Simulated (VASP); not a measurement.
Ba: single point with PBEsol

The system is Ba.

```xyz
1
Lattice="-2.3846 2.3846 2.3846 2.3846 -2.3846 2.3846 2.3846 2.3846 -2.3846" Properties=species:S:1:pos:R:3 pbc="T T T"
Ba    0.0000    0.0000    0.0000
```

This cell differs from its parent crystal: volume scaled by 0.94.

```yaml
Program: VASP 6.6.1
Task: single point
Functional: PBEsol
Potentials_or_basis: VASP PAW PBE potentials, release 64 (Ba_sv)
Cutoff: 520 eV
k_mesh: 12 × 12 × 12
Occupations: gaussian, width 0.1 eV
Spin: no spin polarisation
Dipole_correction: no
Further_INCAR_settings: ALGO = Fast; EDIFF = 1e-07; NBANDS = 11
```

| Quantity | Value |
| --- | --- |
| Pressure | 0.8 GPa |
| Band gap on the k mesh | zero (band 5 reaches 2.73 eV, above the bottom of band 6 at 1.28 eV) |

Levels at points of the mesh, in eV from the Fermi level:
```tsv
k point	band 2	band 3	band 4	band 5	band 6	band 7	band 8	band 9
(0.00, 0.00, 0.00)	-13.44	-13.44	-13.44	-2.82	1.98	1.98	1.98	3.63
(0.50, 0.00, 0.00)	-14.18	-13.67	-13.45	-1.01	0.64	1.79	3.66	4.32
(0.50, 0.50, 0.50)	-13.94	-13.94	-13.94	-0.77	-0.77	5.14	5.14	5.14
```

Wall time 71 s on 1 thread of AMD EPYC 7R43 64-Core Processor (Zen 3), with other jobs on the host, peak memory 0.16 GiB.

Caveat: the PAW data sets were made with another functional, which shifts forces and pressure a little; spin-orbit coupling is left out, which moves the levels of the heavy elements.
